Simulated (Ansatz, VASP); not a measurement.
## Two plane-wave programs on Gd

File INCAR:

```
SYSTEM = Gd
ALGO     = Normal         ! electronic algorithm
EDIFF    = 1E-6           ! SCF threshold, eV
ENCUT    = 520            ! plane-wave cutoff, eV
GGA      = PE             ! functional
ISIF     = 2              ! what is computed and relaxed
ISMEAR   = -1             ! smearing method
ISPIN    = 2              ! spin polarisation
LASPH    = .TRUE.         ! aspherical terms in the spheres
LCHARG   = .TRUE.         ! write CHGCAR
LELF     = .TRUE.         ! ELF
LMAXMIX  = 6              ! l up to which the mixer works
LORBIT   = 11             ! projections on sites
LREAL    = .FALSE.        ! projectors in reciprocal space
LVHAR    = .TRUE.       
LWAVE    = .FALSE.        ! write WAVECAR
MAGMOM   = 7.372 7.372    ! initial moments
NBANDS   = 29             ! bands
NELM     = 150            ! most SCF steps
PREC     = Accurate       ! precision mode
SIGMA    = 0.05           ! smearing width, eV
```

KPOINTS

```
k-points
0
G
  8 8 5
  0 0 0
```

Contents of POSCAR:

```
Gd
1.0
    3.6483276435      0.0000000000      0.0000000000
   -1.8241638217      3.1595444206      0.0000000000
    0.0000000000      0.0000000000      5.8327272018
Gd
2
Direct
    0.3333333333      0.6666666667      0.2500000000
    0.6666666667      0.3333333333      0.7500000000
```

Input for Ansatz:

```yaml
crystal:
  lattice:
    - [3.6483276435, 0.0, 0.0]
    - [-1.8241638217, 3.1595444206, 0.0]
    - [0.0, 0.0, 5.8327272018]
  atoms:
    - { symbol: Gd, position: [0.3333333333, 0.6666666667, 0.25], spin: 7.372 }
    - { symbol: Gd, position: [0.6666666667, 0.3333333333, 0.75], spin: 7.372 }
hamiltonian:
  xc: pbe
  pseudopotentials:
    kind: paw
    azcp:
      Gd: "pseudopotentials/Gd.paw.azcp"
basis:
  ecutwfc: 420
  fft_grid_basis: typed
kpoints:
  mp_grid: { grid: [8, 8, 5], shift: [0, 0, 0] }
magnetization:
  spin_polarized: true
scf:
  occupations: { method: fermi_dirac, width: 0.05 }
  lower_state_search: "off"
output:
  stress: true
```

Alike in both runs: task single point; functional PBE; k mesh 8 × 8 × 5; occupations fermi-dirac, width 0.05 eV; collinear spin.

|  | VASP | Ansatz |
| --- | --- | --- |
| version | VASP 6.6.1 | Ansatz 0.2.0 |
| potentials or method | VASP PAW PBE potentials, release 64 (Gd), cutoff 520 eV | plane waves (420 eV) with PAW, scalar-relativistic |
| valence electrons in the cell | 36 | 36 |

|  | VASP | Ansatz | Ansatz less VASP |
| --- | --- | --- | --- |
| pressure (GPa) | 0.1 | 0.0 | -0.01 |
| net moment per atom (μB) | 7.63 | 7.62 | -0.002 |
| size of the moment on the site where the two differ most (μB) | 6.99 | 7.35 | +0.360 |

Site moments also hang on the region over which each program counts them.

Neither program's run includes spin-orbit coupling.
